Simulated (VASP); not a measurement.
A run of VASP 6.6.1 is set up as follows.

The input INCAR:

```
ALGO     = Normal         # electronic algorithm
EDIFF    = 1E-8           # SCF threshold, eV
ENCUT    = 520            # plane-wave cutoff, eV
ISIF     = 2              # what is computed and relaxed
ISMEAR   = -1             # smearing method
LASPH    = T              # aspherical terms in the spheres
LCHARG   = F              # write CHGCAR
LEFG     = T            
LREAL    = F              # projectors in reciprocal space
LWAVE    = F              # write WAVECAR
NBANDS   = 22             # bands
NELM     = 80             # most SCF steps
PREC     = Accurate       # precision mode
SIGMA    = 0.03           # smearing width, eV
```

The input KPOINTS:

```
k-points
0
Gamma
  11 11 7
```

The input POSCAR:

```
NbH
1.0
    1.8453665700     -2.3932005300      0.0000000000
    1.8453665700      2.3932005300      0.0000000000
    0.0000000000      0.0000000000      4.8042291500
Nb H
2 2
Direct
    0.7500000000      0.2500000000      0.2688388800
    0.2500000000      0.7500000000      0.7311611200
    0.2500000000      0.2500000000      0.0000000000
    0.7500000000      0.7500000000      0.0000000000
```

Potentials or basis: VASP PAW LDA potentials, release 64 (Nb_sv, H).

Launch:

```console
$ cat potpaw_LDA.64/Nb_sv/POTCAR potpaw_LDA.64/H/POTCAR > POTCAR
$ mpirun -np 1 vasp_std > vasp.out
```

**Question.** Estimate the band gap on the k mesh.

**Answer.** Zero (band 14 reaches 12.04 eV, above the bottom of band 15 at 9.58 eV).

**Question.** Predict the pressure.

**Answer.** -10.1 GPa.

**Question.** What does it give for the largest force?

**Answer.** 0.027 eV/Å.

Electric field gradients, principal values (V/Å²):
```
atom  least  middle  greatest (by size)
1 Nb  1.341   7.681              -9.022
2 Nb  1.341   7.681              -9.022
 3 H  0.131   1.235              -1.365
 4 H  0.131   1.235              -1.365
```

Caveat: without QUAD_EFG the Cq values of the log hold for a quadrupole moment of 1 mb, not for the nuclei.
